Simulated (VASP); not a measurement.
# Mo in VASP: single point with PBEsol

Aim: the single point of Mo with PBEsol.

Everything below comes from runs of VASP 6.6.1. Logs are shortened: lines on timing, memory, paths and dates and some standing lists are left out, and cuts for length are marked.

## (1) The cell of the first run

The cell holds a slab with vacuum, 16 atoms: a = 5.442 Å, b = 5.442 Å, c = 27.565 Å, α = 90.00°, β = 90.00°, γ = 109.47°.

## (2) Single point, PBEsol

INCAR reads:

```
PREC = Accurate
ENCUT = 400
EDIFF = 1E-6
ISMEAR = 0
SIGMA = 0.1
LREAL = F
LASPH = T
NELM = 120
ALGO = Normal
ISIF = 2
LWAVE = F
LCHARG = F
LDIPOL = T
IDIPOL = 3
DIPOL = 0.5 0.5 0.446
GGA = PS
NBANDS = 126
GGA_COMPAT = F
NELMDL = -8
```

KPOINTS reads:

```
regular mesh
0
Gamma
  5 5 1
```

POSCAR reads:

```
Mo
1.0
    5.4421036400      0.0000000000      0.0000000000
   -1.8140345400      5.1308645200      0.0000000000
    0.0000000000      0.0000000000     27.5651885522
Mo
16
Direct
    0.2500000000      0.2500000000      0.3264987643
    0.2500000000      0.7500000000      0.3264987643
    0.7500000000      0.2500000000      0.3264987643
    0.7500000000      0.7500000000      0.3264987643
    0.0000000000      0.0000000000      0.4070978660
    0.0000000000      0.5000000000      0.4070978660
    0.5000000000      0.0000000000      0.4070978660
    0.5000000000      0.5000000000      0.4070978660
    0.2512753665      0.2502881009      0.4868462182
    0.2508657334      0.7497561975      0.4870983177
    0.7487246335      0.2497118991      0.4868462182
    0.7491342666      0.7502438025      0.4870983177
   -0.0001268707      0.0032293927      0.5637031626
    0.0001268707      0.4967706073      0.5637031626
    0.4999474475     -0.0014745568      0.5655129197
    0.5000525525      0.5014745568      0.5655129197
```

Potentials or basis: VASP PAW PBE potentials, release 64 (Mo_sv).

On the command line:

```sh
cat potpaw_PBE.64/Mo_sv/POTCAR > POTCAR
mpirun -np 1 vasp_std > vasp.out
```

OUTCAR:

```text
PREC = Accurate
   ENCUT = 400
   EDIFF = 1E-6
   ISMEAR = 0
   LREAL = F
   LASPH = T
   NELM = 120
   ISIF = 2
   GGA = PS
   NELMDL = -8

 ion  position               nearest neighbor table
   1  0.250  0.250  0.326-   5 2.72   8 2.72   3 2.72   3 2.72   2 2.72   2 2.72   7 3.14   6 3.14
                             4 3.14   4 3.14
   2  0.250  0.750  0.326-   6 2.72   7 2.72   4 2.72   4 2.72   1 2.72   1 2.72   5 3.14   8 3.14
                             3 3.14   3 3.14
   3  0.750  0.250  0.326-   6 2.72   7 2.72   1 2.72   1 2.72   4 2.72   4 2.72   5 3.14   8 3.14
                             2 3.14   2 3.14
   4  0.750  0.750  0.326-   5 2.72   8 2.72   2 2.72   2 2.72   3 2.72   3 2.72   7 3.14   6 3.14
                             1 3.14   1 3.14
   5  0.000  0.000  0.407-   9 2.70  12 2.71   1 2.72   4 2.72   7 2.72   7 2.72   6 2.72   6 2.72
                            11 3.13  10 3.13   3 3.14   2 3.14   8 3.14   8 3.14
   6  0.000  0.500  0.407-  11 2.70  10 2.71   2 2.72   3 2.72   8 2.72   8 2.72   5 2.72   5 2.72
                             9 3.13  12 3.13   1 3.14   4 3.14   7 3.14   7 3.14
   7  0.500  0.000  0.407-  11 2.70  10 2.71   2 2.72   3 2.72   5 2.72   5 2.72   8 2.72   8 2.72
                             9 3.12  12 3.13   1 3.14   4 3.14   6 3.14   6 3.14
   8  0.500  0.500  0.407-   9 2.70  12 2.71   1 2.72   4 2.72   6 2.72   6 2.72   7 2.72   7 2.72
                            11 3.12  10 3.13   3 3.14   2 3.14   5 3.14   5 3.14
   9  0.251  0.250  0.487-  13 2.63  16 2.68   8 2.70   5 2.70  11 2.71  10 2.72  10 2.72  11 2.73
                            14 3.06  15 3.11   7 3.12   6 3.13  12 3.14  12 3.15
  10  0.251  0.750  0.487-  14 2.64  15 2.67   7 2.71   6 2.71  12 2.71   9 2.72   9 2.72  12 2.73
                            13 3.08  16 3.09   8 3.13   5 3.13  11 3.14  11 3.15
  11  0.749  0.250  0.487-  14 2.63  15 2.68   7 2.70   6 2.70   9 2.71  12 2.72  12 2.72   9 2.73
                            13 3.06  16 3.11   8 3.12   5 3.13  10 3.14  10 3.15
  12  0.749  0.750  0.487-  13 2.64  16 2.67   8 2.71   5 2.71  10 2.71  11 2.72  11 2.72  10 2.73
                            14 3.08  15 3.09   7 3.13   6 3.13   9 3.14   9 3.15
  13  1.000  0.003  0.564-   9 2.63  12 2.64  14 2.69  15 2.71  15 2.73  14 2.76  11 3.06  10 3.08
                            16 3.14  16 3.15
  14  0.000  0.497  0.564-  11 2.63  10 2.64  13 2.69  16 2.71  16 2.73  13 2.76   9 3.06  12 3.08
                            15 3.14  15 3.15
  15  0.500  0.999  0.566-  10 2.67  11 2.68  16 2.71  13 2.71  13 2.73  16 2.74  12 3.09   9 3.11
                            14 3.14  14 3.15
  16  0.500  0.501  0.566-  12 2.67   9 2.68  15 2.71  14 2.71  14 2.73  15 2.74  10 3.09  11 3.11
                            13 3.14  13 3.15

  LATTYP: Found a base centered orthorhombic cell.
 ALAT       =     6.2840000093
 B/A-ratio  =     1.4142135604
 C/A-ratio  =     4.3865672361

  Lattice vectors:

 A1 = (   5.4421036400,   0.0000000000,   0.0000000000)
 A2 = (  -1.8140345400,   5.1308645200,   0.0000000000)
 A3 = (   0.0000000000,   0.0000000000,  27.5651885522)

Analysis of symmetry for initial positions (statically):
=====================================================================
 Subroutine PRICEL returns:
 Original cell was already a primitive cell.

 Routine SETGRP: Setting up the symmetry group for a
 base centered orthorhombic supercell.

 Subroutine GETGRP returns: Found  2 space group operations
 (whereof  1 operations were pure point group operations)
 out of a pool of  8 trial point group operations.

The static configuration has the point symmetry C_1 .
 The point group associated with its full space group is C_2 .

Analysis of symmetry for dynamics (positions and initial velocities):
=====================================================================
 Subroutine PRICEL returns:
 Original cell was already a primitive cell.

 Routine SETGRP: Setting up the symmetry group for a
 base centered orthorhombic supercell.

 Subroutine GETGRP returns: Found  2 space group operations
 (whereof  1 operations were pure point group operations)
 out of a pool of  8 trial point group operations.

The dynamic configuration has the point symmetry C_1 .
 The point group associated with its full space group is C_2 .

 Subroutine INISYM returns: Found  2 space group operations
 (whereof  1 operations are pure point group operations),
 and found     1 'primitive' translations

----------------------------------------------------------------------------------------

                                     Primitive cell

  volume of cell :     769.6944

  direct lattice vectors                    reciprocal lattice vectors
     5.442103640  0.000000000  0.000000000     0.183752473  0.064966309  0.000000000
    -1.814034540  5.130864520  0.000000000     0.000000000  0.194898929  0.000000000
     0.000000000  0.000000000 27.565188552     0.000000000  0.000000000  0.036277640

  length of vectors
     5.442103640  5.442103641 27.565188552     0.194898929  0.194898929  0.036277640

  position of ions in fractional coordinates (direct lattice)
     0.250000000  0.250000000  0.326498764
     0.250000000  0.750000000  0.326498764
     0.750000000  0.250000000  0.326498764
     0.750000000  0.750000000  0.326498764
     0.000000000  0.000000000  0.407097866
     0.000000000  0.500000000  0.407097866
[... 8 lines left out ...]
     0.499947447  0.998525443  0.565512920
     0.500052553  0.501474557  0.565512920

  ion indices of the primitive-cell ions
   primitive index   ion index
                 1           1
                 2           2
                 3           3
                 4           4
                 5           5
                 6           6
[... 8 lines left out ...]
                15          15
                16          16

----------------------------------------------------------------------------------------

 KPOINTS: regular mesh

Automatic generation of k-mesh.
 Grid dimensions read from file:
 generate k-points for:    5    5    1

 Generating k-lattice:

  Cartesian coordinates                     Fractional coordinates (reciprocal lattice)
     0.036750495  0.012993262  0.000000000     0.200000000  0.000000000  0.000000000
     0.000000000  0.038979786  0.000000000     0.000000000  0.200000000  0.000000000
     0.000000000  0.000000000  0.036277640     0.000000000  0.000000000  1.000000000

  Length of vectors
     0.038979786  0.038979786  0.036277640

  Shift w.r.t. Gamma in fractional coordinates (k-lattice)
     0.000000000  0.000000000  0.000000000

 Subroutine IBZKPT returns following result:
 ===========================================

 Found     13 irreducible k-points:

 Following reciprocal coordinates:
            Coordinates               Weight
  0.000000  0.000000  0.000000      1.000000
  0.200000  0.000000  0.000000      2.000000
  0.000000  0.200000  0.000000      2.000000
  0.400000 -0.000000  0.000000      2.000000
  0.000000  0.400000  0.000000      2.000000
  0.200000  0.200000  0.000000      2.000000
  0.400000  0.200000  0.000000      2.000000
  0.200000  0.400000  0.000000      2.000000
 -0.400000  0.200000  0.000000      2.000000
  0.200000 -0.400000  0.000000      2.000000
 -0.200000  0.200000  0.000000      2.000000
  0.400000  0.400000  0.000000      2.000000
 -0.400000  0.400000  0.000000      2.000000
   k-points           NKPTS =     13   k-points in BZ     NKDIM =     13   number of bands    NBANDS=    126
   number of dos      NEDOS =    301   number of ions     NIONS =     16
   total plane-waves  NPLWV = 233280
   dimension x,y,z NGX =    36 NGY =   36 NGZ =  180
   dimension x,y,z NGXF=    72 NGYF=   72 NGZF=  360
   ions per type =              16
   NGX,Y,Z   is equivalent  to a cutoff of  11.00, 11.00, 10.86 a.u.
   NGXF,Y,Z  is equivalent  to a cutoff of  21.99, 21.99, 21.71 a.u.
 SYSTEM =  unknown system
   PREC   = accura    normal or accurate (medium, high low for compatibility)
   ISTART =      0    job   : 0-new  1-cont  2-samecut
   ICHARG =      2    charge: 1-file 2-atom 10-const
   ISPIN  =      1    spin polarized calculation?
   LNONCOLLINEAR =      F non collinear calculations
   LSORBIT =      F    spin-orbit coupling
   LASPH  =      T    aspherical Exc in radial PAW
   ENCUT  =  400.0 eV  29.40 Ry    5.42 a.u.   8.87  8.87 44.95*2*pi/ulx,y,z
   NELM   =    120;   NELMIN=  2; NELMDL= -8     # of ELM steps
   EDIFF  = 0.1E-05   stopping-criterion for ELM
   LREAL  =      F    real-space projection
   EDIFFG = 0.1E-04   stopping-criterion for IOM
   NSW    =      0    number of steps for IOM
   IBRION =     -1    ionic relax: 0-MD 1-quasi-New 2-CG
   NFREE  =      0    steps in history (QN), initial steepest desc. (CG)
   ISIF   =      2    stress and relaxation
   ISYM   =      2    0-nonsym 1-usesym 2-fastsym
   POTIM  = 0.5000    time-step for ionic-motion
   TEBEG  =    0.0;   TEEND  =   0.0 temperature during run
   PSTRESS=    0.0 pullay stress
   NELECT =     224.0000    total number of electrons
   NUPDOWN=      -1.0000    fix difference up-down
   EMIN   =  10.00;   EMAX   =-10.00  energy-range for DOS
   EFERMI =   0.00;   METHOD = LEGACY
   ISMEAR =     0;   SIGMA  =   0.10  broadening in eV -4-tet -1-fermi 0-gaus
   EFERMI_NEDOS =   21; number of points for ismear=-14 and -15
   IALGO  =     38    algorithm
   IMIX   =      4    mixing-type and parameters
     AMIX     =   0.40;   BMIX     =  1.00
     AMIX_MAG =   1.60;   BMIX_MAG =  1.00
  volume/ion in A,a.u.               =      48.11       324.63
  Fermi-wavevector in a.u.,A,eV,Ry     =   1.084888  2.050140 16.013799  1.176981
  Thomas-Fermi vector in A             =   2.220988
   LORBIT       =      0    0 simple, 1 ext, 2 COOP (PROOUT), +10 PAW based schemes
   GGA     = PS    functional components
   LHFCALC =     F    Hartree Fock is set to
   AEXX    =    0.0000 exact exchange contribution
   IVDW    =     0    specifies the selected vdW correction
   LEPSILON=     F    determine dielectric tensor
   LRPA    =     F    only Hartree local field effects (RPA)
 non-spin polarized calculation
 Gauss-broadening in eV      SIGMA  =   0.10
  energy-cutoff  :      400.00
  volume of cell :      769.69
 maximum number of plane-waves:     14032
   NGX = 17   NGY = 17   NGZ = 89

 dipolmoment           0.000000      0.000000      0.045774 electrons x Angstroem

 number of electron     224.0000066 magnetization

 dipolmoment           0.000000      0.000000     -0.019667 electrons x Angstroem

 Free energy of the ion-electron system (eV)
  ---------------------------------------------------
  ext. energy  EPLUGINS =         0.00000000
  ---------------------------------------------------
  free energy    TOTEN  =      -177.37558991 eV

  energy without entropy =     -177.29567306  energy(sigma->0) =     -177.33563148

 E-fermi :   0.9123     XC(G=0):  -5.1548

 val. band max:        0.9111625044   @ k =   0.2000   0.2000   0.0000
 cond. band min:       0.9227195565   @ k =   0.2000  -0.4000   0.0000
 fundamental gap:      0.0115570521
 Fermi energy:         0.9122799980

 k-point     1 :       0.0000    0.0000    0.0000
  band No.  band energies     occupation
      1     -60.3417      2.00000
      2     -60.2077      2.00000
      3     -60.1101      2.00000
      4     -60.1100      2.00000
      5     -60.1079      2.00000
      6     -60.1077      2.00000
[... 116 lines left out ...]
    123       2.4387      0.00000
    124       2.4988      0.00000

 k-point     2 :       0.2000    0.0000    0.0000
  band No.  band energies     occupation
      1     -60.3236      2.00000
      2     -60.1950      2.00000
      3     -60.1481      2.00000
      4     -60.1170      2.00000
      5     -60.1021      2.00000
      6     -60.0860      2.00000
[... 1513 lines left out ...]
    123       1.2867      0.00000
    124       1.3001      0.00000
 [bands above 124 left out]

------------------------ aborting loop because EDIFF is reached ----------------------------------------

 vacuum level on the upper side and lower side of the slab       (xc-potential included)        -0.228        -0.101

  FORCE on cell =-STRESS in cart. coord.  units (eV):
  Direction    XX          YY          ZZ          XY          YZ          ZX
  --------------------------------------------------------------------------------------
  -------------------------------------------------------------------------------------
  Total      -20.7266938    -21.3703271     -7.8715314     -0.8450207      0.0000000      0.0000000
  in kB      -43.1441871    -44.4839587    -16.3851904     -1.7589747      0.0000000      0.0000000
  external PRESSURE =     -34.6711120 kB  Pullay stress =       0.0000000 kB

 VOLUME and BASIS-vectors are now :
 -----------------------------------------------------------------------------
  energy-cutoff  :      400.00
  volume of cell :      769.69
      direct lattice vectors                 reciprocal lattice vectors
     5.442103640  0.000000000  0.000000000     0.183752473  0.064966309  0.000000000
    -1.814034540  5.130864520  0.000000000     0.000000000  0.194898929  0.000000000
     0.000000000  0.000000000 27.565188552     0.000000000  0.000000000  0.036277640

 POSITION                                       TOTAL-FORCE (eV/Angst)
 -----------------------------------------------------------------------------------
      0.90702      1.28272      9.00000        -0.009411      0.007115      0.651412
      0.00000      3.84815      9.00000        -0.003826      0.017070      0.649391
      3.62807      1.28272      9.00000         0.009411     -0.007115      0.651412
      2.72105      3.84815      9.00000         0.003826     -0.017070      0.649391
      0.00000      0.00000     11.22173         0.005747     -0.010944     -0.733193
     -0.90702      2.56543     11.22173        -0.005747      0.010944     -0.733193
[... 8 lines left out ...]
      0.90941      5.12330     15.58847        -0.024617      0.038413     -0.384460
      1.81165      2.57300     15.58847         0.024617     -0.038413     -0.384460
 -----------------------------------------------------------------------------------
    total drift:                                0.000000      0.000000     -0.000323

  FREE ENERGIE OF THE ION-ELECTRON SYSTEM (eV)
  ---------------------------------------------------
  free  energy   TOTEN  =      -177.3755899099 eV

  energy  without entropy=     -177.2956730551  energy(sigma->0) =     -177.33563148

 vacuum level on the upper side and lower side of the slab         5.456         5.584
```

Wall time 83 min (1 thread of Intel Xeon 8259CL, shared host); peak memory 0.85 GiB.

Results:

```
Free energy            : -177.3756 eV
Largest force          : 0.762 eV/Å
Band gap on the k mesh : zero (bands 112 and 113 overlap by 1.61 eV)
```

Forces in eV/Å, atoms in the order of the input:
```
Mo  -0.009  0.007  0.651
Mo  -0.004  0.017  0.649
Mo   0.009 -0.007  0.651
Mo   0.004 -0.017  0.649
Mo   0.006 -0.011 -0.733
Mo  -0.006  0.011 -0.733
Mo   0.001 -0.007 -0.762
Mo  -0.001  0.007 -0.762
Mo  -0.008 -0.037  0.295
Mo  -0.037  0.000  0.230
Mo   0.008  0.037  0.295
Mo   0.037  0.000  0.230
Mo   0.026 -0.111  0.054
Mo  -0.026  0.111  0.054
Mo  -0.025  0.038 -0.384
Mo   0.025 -0.038 -0.384
```

Caveat: the PAW data sets were made with another functional, which shifts forces and pressure a little.
